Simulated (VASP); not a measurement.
# KNaRhF6 (a cell with a defect) in VASP: single point with PBEsol

Aim: the single point of KNaRhF6 (a cell with a defect) with PBEsol.

All numbers are computed with VASP 6.6.1; they aren't measurements. Logs are shortened: lines on timing, memory, paths and dates and some standing lists are left out, and cuts for length are marked.

## 1. The cell of the first run

The cell holds a defect, 9 atoms: a = 5.956 Å, b = 5.956 Å, c = 5.956 Å, α = 60.00°, β = 60.00°, γ = 60.00°.

## 2. Single point, PBEsol

File INCAR:

```
SYSTEM = KNaRhF6
PREC     = Accurate       ! precision mode
ENCUT    = 520            ! plane-wave cutoff, eV
EDIFF    = 1E-6           ! SCF threshold, eV
ISMEAR   = -1             ! smearing method
SIGMA    = 0.05           ! smearing width, eV
LREAL    = .FALSE.        ! projectors in reciprocal space
LASPH    = .TRUE.         ! aspherical terms in the spheres
NELM     = 100            ! most SCF steps
ALGO     = Normal         ! electronic algorithm
ISIF     = 2              ! what is computed and relaxed
LWAVE    = .FALSE.        ! write WAVECAR
LCHARG   = .FALSE.        ! write CHGCAR
GGA      = PS             ! functional
NBANDS   = 46             ! bands
```

File KPOINTS:

```
Automatic mesh
0
G
  3 3 3
  0 0 0
```

File POSCAR:

```
KNaRhF6
1.0
    0.0000000000      4.2112070000      4.2112070000
    4.2112070000      0.0000000000      4.2112070000
    4.2112070000      4.2112070000      0.0000000000
K F Rh Na
1 6 1 1
Direct
    0.9995048925      0.9991418137      0.5005833244
    0.7454491076      0.2520606325      0.2031829592
    0.2517672487      0.7450521905      0.2037603471
    0.2533203663      0.7462636009      0.7981178555
    0.7469922519      0.2532748924      0.7974965372
    0.2248577427      0.2240579720      0.7767821672
    0.7738609145      0.7742892952      0.2245041623
   -0.0006239304     -0.0008281474      0.0006327165
    0.4996127001      0.4992159018      0.5004537891
```

Potentials or basis: VASP PAW PBE potentials, release 64 (K_sv, F, Rh_pv, Na_pv).

The run is started by

```bash
> cat potpaw_PBE.64/K_sv/POTCAR potpaw_PBE.64/F/POTCAR potpaw_PBE.64/Rh_pv/POTCAR potpaw_PBE.64/Na_pv/POTCAR > POTCAR
> mpirun -np 1 vasp_std > vasp.out
```

OUTCAR:

```text
SYSTEM = KNaRhF6
   PREC = Accurate
   ENCUT = 520
   EDIFF = 1E-6
   ISMEAR = -1
   LREAL = .FALSE.
   LASPH = .TRUE.
   NELM = 100
   ISIF = 2
   GGA = PS

 ion  position               nearest neighbor table
   1  1.000  0.999  0.501-   3 2.33   5 2.33   4 2.33   2 2.33   9 2.98   8 2.98   8 2.98   9 2.98

   2  0.745  0.252  0.203-   8 1.93   9 2.30   1 2.33
   3  0.252  0.745  0.204-   8 1.93   9 2.30   1 2.33
   4  0.253  0.746  0.798-   8 1.93   9 2.30   1 2.33
   5  0.747  0.253  0.797-   8 1.93   9 2.30   1 2.33
   6  0.225  0.224  0.777-   8 1.90   9 2.32
   7  0.774  0.774  0.225-   8 1.90   9 2.31
   8  0.999  0.999  0.001-   6 1.90   7 1.90   4 1.93   2 1.93   5 1.93   3 1.93   1 2.98   1 2.98

   9  0.500  0.499  0.500-   5 2.30   2 2.30   3 2.30   4 2.30   7 2.31   6 2.32   1 2.98   1 2.98

  LATTYP: Found a face centered cubic cell.
 ALAT       =     8.4224140000

  Lattice vectors:

 A1 = (   0.0000000000,   4.2112070000,   4.2112070000)
 A2 = (   4.2112070000,   0.0000000000,   4.2112070000)
 A3 = (   4.2112070000,   4.2112070000,   0.0000000000)

Analysis of symmetry for initial positions (statically):
=====================================================================
 Subroutine PRICEL returns:
 Original cell was already a primitive cell.

 Routine SETGRP: Setting up the symmetry group for a
 face centered cubic supercell.

 Subroutine GETGRP returns: Found  1 space group operations
 (whereof  1 operations were pure point group operations)
 out of a pool of 48 trial point group operations.

The static configuration has the point symmetry C_1 .

Analysis of symmetry for dynamics (positions and initial velocities):
=====================================================================
 Subroutine PRICEL returns:
 Original cell was already a primitive cell.

 Routine SETGRP: Setting up the symmetry group for a
 face centered cubic supercell.

 Subroutine GETGRP returns: Found  1 space group operations
 (whereof  1 operations were pure point group operations)
 out of a pool of 48 trial point group operations.

The dynamic configuration has the point symmetry C_1 .

 Subroutine INISYM returns: Found  1 space group operations
 (whereof  1 operations are pure point group operations),
 and found     1 'primitive' translations

----------------------------------------------------------------------------------------

                                     Primitive cell

  volume of cell :     149.3653

  direct lattice vectors                    reciprocal lattice vectors
     0.000000000  4.211207000  4.211207000    -0.118730806  0.118730806  0.118730806
     4.211207000  0.000000000  4.211207000     0.118730806 -0.118730806  0.118730806
     4.211207000  4.211207000  0.000000000     0.118730806  0.118730806 -0.118730806

  length of vectors
     5.955546053  5.955546053  5.955546053     0.205647788  0.205647788  0.205647788

  position of ions in fractional coordinates (direct lattice)
     0.999504892  0.999141814  0.500583324
     0.745449108  0.252060632  0.203182959
     0.251767249  0.745052190  0.203760347
     0.253320366  0.746263601  0.798117856
     0.746992252  0.253274892  0.797496537
     0.224857743  0.224057972  0.776782167
     0.773860914  0.774289295  0.224504162
     0.999376070  0.999171853  0.000632717
     0.499612700  0.499215902  0.500453789

  ion indices of the primitive-cell ions
   primitive index   ion index
                 1           1
                 2           2
                 3           3
                 4           4
                 5           5
                 6           6
                 7           7
                 8           8
                 9           9

----------------------------------------------------------------------------------------

 KPOINTS: Automatic mesh

Automatic generation of k-mesh.
 Grid dimensions read from file:
 generate k-points for:    3    3    3

 Generating k-lattice:

  Cartesian coordinates                     Fractional coordinates (reciprocal lattice)
    -0.039576935  0.039576935  0.039576935     0.333333333  0.000000000  0.000000000
     0.039576935 -0.039576935  0.039576935     0.000000000  0.333333333  0.000000000
     0.039576935  0.039576935 -0.039576935     0.000000000  0.000000000  0.333333333

  Length of vectors
     0.068549263  0.068549263  0.068549263

  Shift w.r.t. Gamma in fractional coordinates (k-lattice)
     0.000000000  0.000000000  0.000000000

 Subroutine IBZKPT returns following result:
 ===========================================

 Found     14 irreducible k-points:

 Following reciprocal coordinates:
            Coordinates               Weight
  0.000000  0.000000  0.000000      1.000000
  0.333333  0.000000  0.000000      2.000000
  0.000000  0.333333  0.000000      2.000000
  0.000000  0.000000  0.333333      2.000000
  0.333333  0.333333  0.333333      2.000000
  0.333333  0.333333  0.000000      2.000000
  0.000000  0.333333  0.333333      2.000000
  0.333333  0.000000  0.333333      2.000000
 -0.333333  0.333333  0.000000      2.000000
  0.000000 -0.333333  0.333333      2.000000
  0.333333  0.000000 -0.333333      2.000000
  0.333333  0.333333 -0.333333      2.000000
 -0.333333  0.333333 -0.333333      2.000000
  0.333333 -0.333333 -0.333333      2.000000
   k-points           NKPTS =     14   k-points in BZ     NKDIM =     14   number of bands    NBANDS=     46
   number of dos      NEDOS =    301   number of ions     NIONS =      9
   total plane-waves  NPLWV = 110592
   dimension x,y,z NGX =    48 NGY =   48 NGZ =   48
   dimension x,y,z NGXF=    96 NGYF=   96 NGZF=   96
   ions per type =               1   6   1   1
   NGX,Y,Z   is equivalent  to a cutoff of  13.40, 13.40, 13.40 a.u.
   NGXF,Y,Z  is equivalent  to a cutoff of  26.80, 26.80, 26.80 a.u.
 SYSTEM =  KNaRhF6
   PREC   = accura    normal or accurate (medium, high low for compatibility)
   ISTART =      0    job   : 0-new  1-cont  2-samecut
   ICHARG =      2    charge: 1-file 2-atom 10-const
   ISPIN  =      1    spin polarized calculation?
   LNONCOLLINEAR =      F non collinear calculations
   LSORBIT =      F    spin-orbit coupling
   LASPH  =      T    aspherical Exc in radial PAW
   ENCUT  =  520.0 eV  38.22 Ry    6.18 a.u.  11.07 11.07 11.07*2*pi/ulx,y,z
   NELM   =    100;   NELMIN=  2; NELMDL= -5     # of ELM steps
   EDIFF  = 0.1E-05   stopping-criterion for ELM
   LREAL  =      F    real-space projection
   EDIFFG = 0.1E-04   stopping-criterion for IOM
   NSW    =      0    number of steps for IOM
   IBRION =     -1    ionic relax: 0-MD 1-quasi-New 2-CG
   NFREE  =      0    steps in history (QN), initial steepest desc. (CG)
   ISIF   =      2    stress and relaxation
   ISYM   =      2    0-nonsym 1-usesym 2-fastsym
   POTIM  = 0.5000    time-step for ionic-motion
   TEBEG  =    0.0;   TEEND  =   0.0 temperature during run
   PSTRESS=    0.0 pullay stress
   NELECT =      73.0000    total number of electrons
   NUPDOWN=      -1.0000    fix difference up-down
   EMIN   =  10.00;   EMAX   =-10.00  energy-range for DOS
   EFERMI =   0.00;   METHOD = LEGACY
   ISMEAR =    -1;   SIGMA  =   0.05  broadening in eV -4-tet -1-fermi 0-gaus
   EFERMI_NEDOS =   21; number of points for ismear=-14 and -15
   IALGO  =     38    algorithm
   IMIX   =      4    mixing-type and parameters
     AMIX     =   0.40;   BMIX     =  1.00
     AMIX_MAG =   1.60;   BMIX_MAG =  1.00
  volume/ion in A,a.u.               =      16.60       112.00
  Fermi-wavevector in a.u.,A,eV,Ry     =   1.289533  2.436864 22.625072  1.662896
  Thomas-Fermi vector in A             =   2.421420
   LORBIT       =      0    0 simple, 1 ext, 2 COOP (PROOUT), +10 PAW based schemes
   GGA     = PS    functional components
   LHFCALC =     F    Hartree Fock is set to
   AEXX    =    0.0000 exact exchange contribution
   IVDW    =     0    specifies the selected vdW correction
   LEPSILON=     F    determine dielectric tensor
   LRPA    =     F    only Hartree local field effects (RPA)
 non-spin polarized calculation
  energy-cutoff  :      520.00
  volume of cell :      149.37
 maximum number of plane-waves:      4040
 NGX is ok and might be reduce to    48
   NGX = 23   NGY = 23   NGZ = 23

 number of electron      72.9999992 magnetization

 Free energy of the ion-electron system (eV)
  ---------------------------------------------------
  ext. energy  EPLUGINS =         0.00000000
  ---------------------------------------------------
  free energy    TOTEN  =       -40.07747651 eV

  energy without entropy =      -39.97797015  energy(sigma->0) =      -40.02772333

 E-fermi :  -1.2720     XC(G=0):  -8.2625

 val. band max:       -1.2858738263   @ k =  -0.3333   0.3333  -0.3333
 cond. band min:      -1.2620085362   @ k =   0.3333   0.3333   0.0000
 fundamental gap:      0.0238652901
 Fermi energy:        -1.2720149447

 k-point     1 :       0.0000    0.0000    0.0000
  band No.  band energies     occupation
      1     -48.7173      2.00000
      2     -48.6710      2.00000
      3     -48.3166      2.00000
      4     -28.6458      2.00000
      5     -23.4455      2.00000
      6     -23.1571      2.00000
[... 38 lines left out ...]
     45       9.0197      0.00000
     46      10.2170      0.00000

 k-point     2 :       0.3333    0.0000    0.0000
  band No.  band energies     occupation
      1     -48.7173      2.00000
      2     -48.6710      2.00000
      3     -48.3166      2.00000
      4     -28.6466      2.00000
      5     -23.4532      2.00000
      6     -23.2025      2.00000
[... 38 lines left out ...]
     45       9.1519      0.00000
     46       9.3984      0.00000

 k-point     3 :       0.0000    0.3333    0.0000
  band No.  band energies     occupation
      1     -48.7173      2.00000
      2     -48.6710      2.00000
      3     -48.3166      2.00000
      4     -28.6466      2.00000
      5     -23.4531      2.00000
      6     -23.2026      2.00000
[... 528 lines left out ...]
     45       8.6968      0.00000
     46       9.1438      0.00000

 k-point    14 :       0.3333   -0.3333   -0.3333
  band No.  band energies     occupation
      1     -48.7173      2.00000
      2     -48.6710      2.00000
      3     -48.3167      2.00000
      4     -28.6410      2.00000
      5     -23.4935      2.00000
      6     -23.2431      2.00000
[... 38 lines left out ...]
     45       8.6989      0.00000
     46       9.1421      0.00000

------------------------ aborting loop because EDIFF is reached ----------------------------------------

  FORCE on cell =-STRESS in cart. coord.  units (eV):
  Direction    XX          YY          ZZ          XY          YZ          ZX
  --------------------------------------------------------------------------------------
  -------------------------------------------------------------------------------------
  Total        6.0538732      6.0069622     -1.6438991      2.7004123      0.0077839      0.0106201
  in kB       64.9372865     64.4340922    -17.6333970     28.9661584      0.0834943      0.1139168
  external PRESSURE =      37.2459939 kB  Pullay stress =       0.0000000 kB

 VOLUME and BASIS-vectors are now :
 -----------------------------------------------------------------------------
  energy-cutoff  :      520.00
  volume of cell :      149.37
      direct lattice vectors                 reciprocal lattice vectors
     0.000000000  4.211207000  4.211207000    -0.118730806  0.118730806  0.118730806
     4.211207000  0.000000000  4.211207000     0.118730806 -0.118730806  0.118730806
     4.211207000  4.211207000  0.000000000     0.118730806  0.118730806 -0.118730806

 POSITION                                       TOTAL-FORCE (eV/Angst)
 -----------------------------------------------------------------------------------
      6.31565      6.31718      8.41671         0.001714     -0.001029      0.000783
      1.91713      3.99489      4.20072         0.050793     -0.048614     -0.003068
      3.99565      1.91832      4.19781        -0.059103      0.047553     -0.003492
      6.50371      4.42782      4.20945        -0.052060      0.049313      0.002744
      4.42502      6.50416      4.21233         0.057429     -0.047286      0.003191
      4.21475      4.21811      1.89048         0.001768      0.002215      0.066359
      4.20613      4.20432      6.51958        -0.001942     -0.002067     -0.063779
      4.21038      4.21124      8.41630         0.000060      0.000497     -0.000670
      4.20982      4.21149      4.20627         0.001340     -0.000582     -0.002067
 -----------------------------------------------------------------------------------
    total drift:                                0.000026      0.000112     -0.000439

  FREE ENERGIE OF THE ION-ELECTRON SYSTEM (eV)
  ---------------------------------------------------
  free  energy   TOTEN  =       -40.0774765058 eV

  energy  without entropy=      -39.9779701470  energy(sigma->0) =      -40.02772333
```

Wall time 7.3 min (1 thread of Intel Xeon 8259CL, shared host); peak memory 0.37 GiB.

What came out:

```
Free energy            : -40.0775 eV
Pressure               : 3.7 GPa
Largest force          : 0.076 eV/Å
Band gap on the k mesh : zero (an odd number of electrons rules out a gap without spin polarisation)
```

Forces on the atoms (eV/Å):
```
K    0.002 -0.001  0.001
F    0.051 -0.049 -0.003
F   -0.059  0.048 -0.003
F   -0.052  0.049  0.003
F    0.057 -0.047  0.003
F    0.002  0.002  0.066
F   -0.002 -0.002 -0.064
Rh   0.000  0.000 -0.001
Na   0.001 -0.001 -0.002
```

Levels at points of the mesh, in eV from the Fermi level:
```csv
k point,band 34,band 35,band 36,band 37,band 38,band 39,band 40,band 41
"(0.00, 0.00, 0.00)",-1.92,-0.38,-0.22,-0.18,2.70,2.91,5.26,9.21
```

Caveat: the k points lie up to 0.43 Å⁻¹ apart, too coarse for converged energies and pressures of a metal; the PAW data sets were made with another functional, which shifts forces and pressure a little; an odd number of electrons without spin polarisation forces a metal; a magnetic or distorted state may lie lower.
